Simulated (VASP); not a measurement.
Input of a VASP 6.6.1 run:

The input POSCAR:

```
Ir
1.0
    2.7513778946      0.0000000000      0.0000000000
   -1.3756889473      2.3827631521      0.0000000000
    0.0000000000      0.0000000000      4.4622900000
Ir
2
Direct
    0.5031122524      0.3333333333      0.7500000000
    0.3333333333      0.6666666667      0.2500000000
```

INCAR.step1

```
  PREC = Accurate
  ENCUT = 520
  ISMEAR = 0
  SIGMA = 0.15
  LREAL = F
  LASPH = T
  NELM = 80
  NBANDS = 16
  GGA = PE
  ALGO = Normal
  EDIFF = 1E-4
  LWAVE = T
  LCHARG = F
```

File INCAR.step2:

```
  PREC = Accurate
  ENCUT = 520
  EDIFF = 1E-6
  ISMEAR = 0
  SIGMA = 0.15
  LREAL = F
  LASPH = T
  NELM = 80
  ALGO = Normal
  ISIF = 2
  LWAVE = F
  LCHARG = F
  METAGGA = R2SCAN
  LMIXTAU = T
  NBANDS = 16
  ISTART = 1
```

Contents of KPOINTS:

```
Automatic mesh
0
Gamma
  18 18 12
```

Potentials or basis: VASP PAW PBE potentials, release 64 (Ir).

Command:

```console
$ cat potpaw_PBE.64/Ir/POTCAR > POTCAR
$ cp INCAR.step1 INCAR
$ mpirun -np 1 vasp_std > vasp.out
$ cp INCAR.step2 INCAR
$ mpirun -np 1 vasp_std > vasp.out
```

Predict the band gap on the k mesh.

zero (bands 9 and 10 overlap by 3.50 eV).

What does it give for the pressure?

1.1 GPa.

Estimate the largest force.

1.551 eV/Å.

Forces on the atoms (eV/Å):
```
Ir   1.538 -0.200  0.000
Ir  -1.538  0.200  0.000
```

Caveat: the cell differs from its parent crystal (atom 1 (Ir) moved by (-0.450, +0.000) A along x and y); the stress differs along the axes, from -9 to 14 GPa; the PAW data sets were made with another functional, which shifts forces and pressure a little; spin-orbit coupling is left out, which moves the levels of the heavy elements.
